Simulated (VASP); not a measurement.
# Al2Cu (vib) (P4/mmm) in VASP: a series of runs, part 2 of 2

VASP 6.6.1. Earlier steps stand in the parts before.

## Step 3: Relaxation of cell and atoms, LDA

INCAR reads:

```
SYSTEM = Al2Cu
PREC = Accurate
ENCUT = 600
EDIFF = 1E-7
ISMEAR = -1
SIGMA = 0.15
LREAL = .FALSE.
LASPH = .TRUE.
NELM = 100
ALGO = Normal
ISIF = 3
LWAVE = .FALSE.
LCHARG = .FALSE.
IBRION = 2
NSW = 80
EDIFFG = -0.001
```

KPOINTS reads:

```
regular mesh
0
G
  8 8 12
  0 0 0
```

POSCAR reads:

```
Al2Cu
1.0
    4.0511000446      0.0000000000      0.0000000000
    0.0000000000      4.0511000446      0.0000000000
    0.0000000000      0.0000000000      2.8119258758
Al Cu
2 1
Direct
    0.5000000000      0.0000000000      0.5000000000
    0.0000000000      0.5000000000      0.5000000000
    0.0000000000      0.0000000000      0.0000000000
```

Potentials or basis: VASP PAW LDA potentials, release 64 (Al, Cu).

The run is started by

```
cat potpaw_LDA.64/Al/POTCAR potpaw_LDA.64/Cu/POTCAR > POTCAR
mpirun -np 1 vasp_std > vasp.out
```

OUTCAR:

```text
SYSTEM = Al2Cu
   PREC = Accurate
   ENCUT = 600
   EDIFF = 1E-7
   ISMEAR = -1
   LREAL = .FALSE.
   LASPH = .TRUE.
   NELM = 100
   ISIF = 3
   IBRION = 2
   NSW = 80
   EDIFFG = -0.001

 ion  position               nearest neighbor table
   1  0.500  0.000  0.500-   3 2.47   3 2.47   3 2.47   3 2.47   2 2.86   2 2.86   2 2.86   2 2.86

   2  0.000  0.500  0.500-   3 2.47   3 2.47   3 2.47   3 2.47   1 2.86   1 2.86   1 2.86   1 2.86

   3  0.000  0.000  0.000-   1 2.47   2 2.47   1 2.47   2 2.47   2 2.47   2 2.47   1 2.47   1 2.47

  LATTYP: Found a simple tetragonal cell.
 ALAT       =     4.0511000446
 C/A-ratio  =     0.6941141529

  Lattice vectors:

 A1 = (   4.0511000446,   0.0000000000,   0.0000000000)
 A2 = (   0.0000000000,   4.0511000446,   0.0000000000)
 A3 = (   0.0000000000,   0.0000000000,   2.8119258758)

Analysis of symmetry for initial positions (statically):
=====================================================================
 Subroutine PRICEL returns:
 Original cell was already a primitive cell.

 Routine SETGRP: Setting up the symmetry group for a
 simple tetragonal supercell.

 Subroutine GETGRP returns: Found 16 space group operations
 (whereof 16 operations were pure point group operations)
 out of a pool of 16 trial point group operations.

The static configuration has the point symmetry D_4h.

Analysis of symmetry for dynamics (positions and initial velocities):
=====================================================================
 Subroutine PRICEL returns:
 Original cell was already a primitive cell.

 Routine SETGRP: Setting up the symmetry group for a
 simple tetragonal supercell.

 Subroutine GETGRP returns: Found 16 space group operations
 (whereof 16 operations were pure point group operations)
 out of a pool of 16 trial point group operations.

The dynamic configuration has the point symmetry D_4h.

 Subroutine INISYM returns: Found 16 space group operations
 (whereof 16 operations are pure point group operations),
 and found     1 'primitive' translations

[... 145 lines left out ...]

------------------------ aborting loop because EDIFF is reached ----------------------------------------

  FORCE on cell =-STRESS in cart. coord.  units (eV):
  Direction    XX          YY          ZZ          XY          YZ          ZX
  --------------------------------------------------------------------------------------
  -------------------------------------------------------------------------------------
  Total        0.1076030      0.1076030      0.0731903      0.0000000     -0.0000000      0.0000000
  in kB        3.7358121      3.7358121      2.5410554      0.0000000     -0.0000000      0.0000000
  external PRESSURE =       3.3375599 kB  Pullay stress =       0.0000000 kB
[... 92 lines left out ...]
  FREE ENERGIE OF THE ION-ELECTRON SYSTEM (eV)
  ---------------------------------------------------
  free  energy   TOTEN  =       -13.2605173723 eV

  energy  without entropy=      -13.1976100779  energy(sigma->0) =      -13.22906373

[... ionic steps 4 to 8 ...]

--------------------------------------- Ionic step        9  -------------------------------------------

 number of electron      16.9999991 magnetization

------------------------ aborting loop because EDIFF is reached ----------------------------------------
[... 69 lines left out ...]
--------------------------------------- Ionic step       11  -------------------------------------------

 number of electron      16.9999991 magnetization

 Free energy of the ion-electron system (eV)
  ---------------------------------------------------
  ext. energy  EPLUGINS =         0.00000000
  ---------------------------------------------------
  free energy    TOTEN  =       -13.26052606 eV

  energy without entropy =      -13.19758149  energy(sigma->0) =      -13.22905377

 E-fermi :   7.4764     XC(G=0): -10.7939

 val. band max:        7.4499429307   @ k =   0.5000   0.1250   0.0833
 cond. band min:       7.5388153471   @ k =   0.5000   0.5000   0.4167
 fundamental gap:      0.0888724163
 Fermi energy:         7.4763804261

 k-point     1 :       0.0000    0.0000    0.0000
  band No.  band energies     occupation
      1      -3.3776      2.00000
      2       1.7518      2.00000
      3       2.2585      2.00000
      4       2.9682      2.00000
      5       3.2033      2.00000
      6       3.2033      2.00000
      7       4.9388      2.00000
      8       4.9388      2.00000
      9       7.3645      1.35647
     10       8.2883      0.00888
     11      13.6423      0.00000
     12      13.6423      0.00000
[... 331 lines left out ...]
 k-point    24 :       0.5000    0.1250    0.0833
  band No.  band energies     occupation
      1      -1.5304      2.00000
      2      -0.1880      2.00000
      3       2.2145      2.00000
      4       2.7112      2.00000
      5       2.8966      2.00000
      6       3.0959      2.00000
      7       3.1684      2.00000
      8       5.5371      2.00000
      9       7.4499      1.08790
     10      10.6296      0.00000
     11      11.1276      0.00000
     12      14.0140      0.00000

 [... further k-points ...]
[... 5 lines left out ...]
  --------------------------------------------------------------------------------------
  -------------------------------------------------------------------------------------
  Total        0.0003792      0.0003792      0.0005775      0.0000000      0.0000000      0.0000000
  in kB        0.0131156      0.0131156      0.0199726      0.0000000      0.0000000      0.0000000
  external PRESSURE =       0.0154013 kB  Pullay stress =       0.0000000 kB
[... 18 lines left out ...]
  FREE ENERGIE OF THE ION-ELECTRON SYSTEM (eV)
  ---------------------------------------------------
  free  energy   TOTEN  =       -13.2605260635 eV

  energy  without entropy=      -13.1975814859  energy(sigma->0) =      -13.22905377

 reached required accuracy - stopping structural energy minimisation
```

CONTCAR:

```text
Al2Cu
   1.00000000000000
     4.0581405504989663    0.0000000000000000    0.0000000000000000
     0.0000000000000000    4.0581405504989663   -0.0000000000000000
     0.0000000000000000    0.0000000000000000    2.8128394416693236
  Al              Cu
     2     1
Direct
     0.5000000000000000    0.0000000000000000    0.5000000000000000
     0.0000000000000000    0.5000000000000000    0.5000000000000000
     0.0000000000000000    0.0000000000000000    0.0000000000000000

  0.00000000E+00  0.00000000E+00  0.00000000E+00
  0.00000000E+00  0.00000000E+00  0.00000000E+00
  0.00000000E+00  0.00000000E+00  0.00000000E+00
```

Wall time 7 min (1 thread of AMD EPYC 7R13 (Zen 3), shared host); peak memory 0.17 GiB.

Results:

```
Free energy                            : -13.2605 eV
Relaxed volume                         : 15.44 Å³/atom
Relaxed cell                           : a = 4.058 Å, b = 4.058 Å, c = 2.813 Å, α = 90.00°, β = 90.00°, γ = 90.00°
Space group after relaxing (to 0.05 Å) : P4/mmm (No. 123)
Energy gained by relaxing              : 0.1 meV/atom
Ionic steps                            : 11
Pressure after relaxing                : 0.0 GPa
```

The path:
| step | energy change (eV) | largest force (eV/Å) | pressure (GPa) | volume (Å³) |
| --- | --- | --- | --- | --- |
| 1 | 0.0000 | 0.0000 | 0.33 | 46.15 |
| 2 | -0.0002 | 0.0000 | -0.06 | 46.36 |
| 3 | -0.0002 | 0.0000 | -0.02 | 46.34 |
| 4 | -0.0002 | 0.0000 | -0.02 | 46.33 |
| 5 | -0.0002 | 0.0000 | 0.06 | 46.31 |
| 6 | -0.0002 | 0.0000 | -0.01 | 46.33 |
| 7 | -0.0002 | 0.0000 | -0.01 | 46.33 |
| 8 | -0.0002 | 0.0000 | 0.02 | 46.32 |
| 9 | -0.0002 | 0.0000 | 0.02 | 46.32 |
| 10 | -0.0002 | 0.0000 | 0.00 | 46.32 |
| 11 | -0.0002 | 0.0000 | 0.00 | 46.32 |

Final structure:
```
Al Cu
1.0
     4.05814    0.00000    0.00000
     0.00000    4.05814    0.00000
     0.00000    0.00000    2.81284
Al Cu
2 1
Cartesian
  2.0291 0.0000 1.4064
  0.0000 2.0291 1.4064
  0.0000 0.0000 0.0000
```

## Step 4: Relaxation of cell and atoms, LDA

This run uses another cell than the first one, of 16.24 Å³/atom, 1.055 times its volume.

INCAR reads:

```
ALGO = Normal ; EDIFF = 1E-7
EDIFFG = -0.002 ; ENCUT = 600
GGA = CA ; IBRION = 2
ISIF = 3 ; ISMEAR = 0
LASPH = T ; LCHARG = F
LREAL = F ; LWAVE = F
NELM = 100 ; NSW = 100
PREC = Accurate ; SIGMA = 0.1
```

KPOINTS reads:

```
k-points
0
Gamma
  8 8 12
```

POSCAR reads:

```
Al2Cu
1.0
    4.1051820000      0.0000000000      0.0000000000
    0.0000000000      4.1051820000      0.0000000000
    0.0000000000      0.0000000000      2.8913130000
Al Cu
2 1
Direct
    0.5000000000      0.0000000000      0.5000000000
    0.0000000000      0.5000000000      0.5000000000
    0.0000000000      0.0000000000      0.0000000000
```

The run is started by

```
cat potpaw_LDA.64/Al/POTCAR potpaw_LDA.64/Cu/POTCAR > POTCAR
mpirun -np 1 vasp_std > vasp.out
```

It took 7.2 min on 1 thread of AMD EPYC 7R13 (Zen 3), shared host; peak memory 0.19 GiB.

It converged, with:

```
Free energy                            : -13.2345 eV
Relaxed volume                         : 15.43 Å³/atom
Relaxed cell                           : a = 4.056 Å, b = 4.056 Å, c = 2.814 Å, α = 90.00°, β = 90.00°, γ = 90.00°
Space group after relaxing (to 0.05 Å) : P4/mmm (No. 123)
Energy gained by relaxing              : 13.6 meV/atom
Ionic steps                            : 7
Pressure after relaxing                : 0.0 GPa
```

The path:
```csv
step,energy change (eV),largest force (eV/Å),pressure (GPa),volume (Å³)
1,0.0000,0.0000,-4.82,48.73
2,-0.0343,0.0000,2.18,45.36
3,-0.0399,0.0000,0.09,46.24
4,-0.0407,0.0000,0.03,46.26
5,-0.0409,0.0000,0.05,46.28
6,-0.0409,0.0000,-0.06,46.31
7,-0.0409,0.0000,0.00,46.29
```

Final structure:
```yaml
crystal:
  lattice:
    - [4.05610, 0.00000, 0.00000]
    - [0.00000, 4.05610, 0.00000]
    - [0.00000, 0.00000, 2.81362]
  atoms:
    - { symbol: Al, position: [0.50000, 0.00000, 0.50000] }
    - { symbol: Al, position: [0.00000, 0.50000, 0.50000] }
    - { symbol: Cu, position: [0.00000, 0.00000, 0.00000] }
```

Levels at points of the mesh, in eV from the Fermi level:
```csv
k point,band 6,band 7,band 8,band 9,band 10,band 11,band 12
"(0.00, 0.00, 0.00)",-4.30,-2.56,-2.56,-0.12,0.79,6.16,6.16
"(0.50, 0.00, 0.00)",-4.32,-4.29,-1.23,1.52,1.66,1.89,7.87
"(0.50, 0.50, 0.00)",-4.49,-4.32,-4.32,-2.56,8.62,8.62,9.77
"(0.00, 0.00, 0.50)",-4.32,-3.12,2.51,2.67,2.67,2.70,2.70
"(0.50, 0.00, 0.50)",-4.40,-3.19,-2.54,-1.68,3.76,3.97,4.56
"(0.50, 0.50, 0.50)",-3.57,-2.38,-2.38,-0.87,-0.86,0.06,0.06
```

## Step 5: The runs side by side

| task | cell | cutoff (eV) | smearing | gap on the mesh (eV) | pressure (GPa) | relaxed volume (Å³/atom) |
| --- | --- | --- | --- | --- | --- | --- |
| single point | a = 4.053, b = 4.053, c = 2.811 Å, 3 atoms | 520 | fermi-dirac 0.15 eV | none | 0.3 | - |
| relaxation of cell and atoms | relaxed from a = 4.051, b = 4.051, c = 2.812 Å, 3 atoms | 600 | fermi-dirac 0.15 eV | none | 0.0 | 15.44 |
| relaxation of cell and atoms | relaxed from a = 4.105, b = 4.105, c = 2.891 Å, 3 atoms | 600 | gaussian 0.1 eV | none | 0.0 | 15.43 |

Alike in all rows: level LDA; potentials or basis VASP PAW LDA potentials, release 64 (Al, Cu); no spin polarisation; k mesh 8 × 8 × 12.

Absolute energies hang on the potentials; compare differences alone.
